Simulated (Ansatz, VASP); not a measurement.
# One calculation of BeS5, two programs

```
Be S
1.0
     6.44516    0.00000    0.00000
     0.00000    6.44516    0.00000
     0.00000    0.00000    3.32219
Be S
1 5
Direct
  0.00000 0.00000 0.50000
  0.84896 0.50000 0.00000
  0.15104 0.50000 0.00000
  0.50000 0.15104 0.00000
  0.50000 0.84896 0.00000
  0.50000 0.50000 0.50000
```

Alike in both runs: functional PBE; k mesh 4 × 4 × 4; occupations gaussian, width 0.1 eV; no spin polarisation.

Ansatz relaxed the structure, and its values are those at the end. VASP's run is a single point on that final structure, the one shown.

```csv
,VASP,Ansatz
version,VASP 6.6.1,Ansatz 0.2.0
potentials or method,"VASP PAW PBE potentials, release 64 (Be, S), cutoff 520 eV","scalar-relativistic, plane waves, PAW"
valence electrons in the cell,32,32
```

|  | VASP | Ansatz | Ansatz less VASP |
| --- | --- | --- | --- |
| gap on the k mesh at the Fermi level (eV) | none | none | - |
| pressure (GPa) | -0.3 | 0.0 | +0.28 |
| rms of the force components (eV/Å) | 0.083 | 0.006 | -0.0765 |

A gap of «none» marks a metal or a gap that the smearing closes. The functional is the same, so the differences come from potentials, cutoffs and numerics.

The k mesh is coarse, so the values compare programs but aren't converged.
